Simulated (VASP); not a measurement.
Crystal: Li.

```
CELL_PARAMETERS angstrom
0.02946 -0.03039 2.72622
-5.99161 -0.02398 -0.06371
2.97503 -5.18361 0.08879
ATOMIC_POSITIONS crystal
Li 0.97433 0.00065 0.01135
Li 0.99216 0.49699 0.49010
Li 0.02576 0.00959 0.50795
Li 0.00775 0.49276 0.99059
```

| Property | Result |
| --- | --- |
| Program | VASP 6.6.1 |
| Task | relaxation of cell and atoms |
| Functional | PBE |
| Potentials or basis | VASP PAW PBE potentials, release 64 (Li_sv) |
| Cutoff | 600 eV |
| k mesh | 8 × 4 × 4 |
| Occupations | gaussian, width 0.2 eV |
| Spin | no spin polarisation |

At the start: pressure -0.6 GPa; volume 21.21 Å³/atom.

Task: How do energy, volume and symmetry change on relaxing?

Result: Over 33 steps the energy falls by 55.9 meV/atom and the volume is 19.65 Å³/atom (-7.4 %); space group Cm (No. 8, to 0.1 Å) before, P-1 (No. 2, to 0.1 Å).

The path:
```csv
step,energy change (eV),largest force (eV/Å),pressure (GPa),volume (Å³)
1,0.0000,0.0843,-0.62,84.85
2,-0.0078,0.0801,-0.47,83.83
3,-0.0164,0.0690,-0.09,81.17
4,-0.0190,0.0598,-0.02,80.60
5,-0.0220,0.0466,0.15,79.46
6,-0.0223,0.0449,0.25,78.89
7,-0.0256,0.0467,0.20,79.15
8,-0.0347,0.0748,0.06,79.92
9,-0.0502,0.1393,-0.13,81.29
10,-0.0802,0.2630,-0.38,83.30
11,-0.0816,0.2648,-0.40,83.36
12,-0.0850,0.2703,-0.45,83.55
13,-0.0881,0.2807,-0.55,83.89
14,-0.0918,0.2768,-0.54,83.72
15,-0.1026,0.2650,-0.49,83.20
16,-0.1222,0.2402,-0.38,82.16
17,-0.1519,0.1873,-0.13,80.08
18,-0.1646,0.1518,0.58,75.91
19,-0.1681,0.1402,0.32,77.24
20,-0.1745,0.1210,0.20,77.78
21,-0.1853,0.0960,-0.16,79.41
22,-0.1864,0.1005,-0.28,80.07
23,-0.1942,0.0956,-0.18,79.56
24,-0.2089,0.0883,0.14,77.98
25,-0.1963,0.1518,0.88,74.74
26,-0.2110,0.0974,0.35,77.03
27,-0.2185,0.0653,0.02,78.36
28,-0.2194,0.0522,-0.18,79.08
29,-0.2217,0.0296,0.01,78.36
30,-0.2218,0.0359,0.07,78.09
31,-0.2227,0.0308,0.02,78.41
32,-0.2231,0.0257,-0.11,79.01
33,-0.2236,0.0232,-0.02,78.60
```

Final structure:
```yaml
crystal:
  lattice:
    - [0.57436, -0.32077, 2.74747]
    - [-5.87060, -0.13168, -1.26181]
    - [2.90165, -5.11349, 1.22188]
  atoms:
    - { symbol: Li, position: [0.97609, 0.99900, 0.00438] }
    - { symbol: Li, position: [0.03182, 0.50343, 0.49831] }
    - { symbol: Li, position: [0.02586, 0.00114, 0.49953] }
    - { symbol: Li, position: [0.96623, 0.49643, 0.99779] }
```

Caveat: the cutoff is under 1.25 times the usual one of these potentials, so pressure, stress and relaxed cells hold a basis-set (Pulay) error.
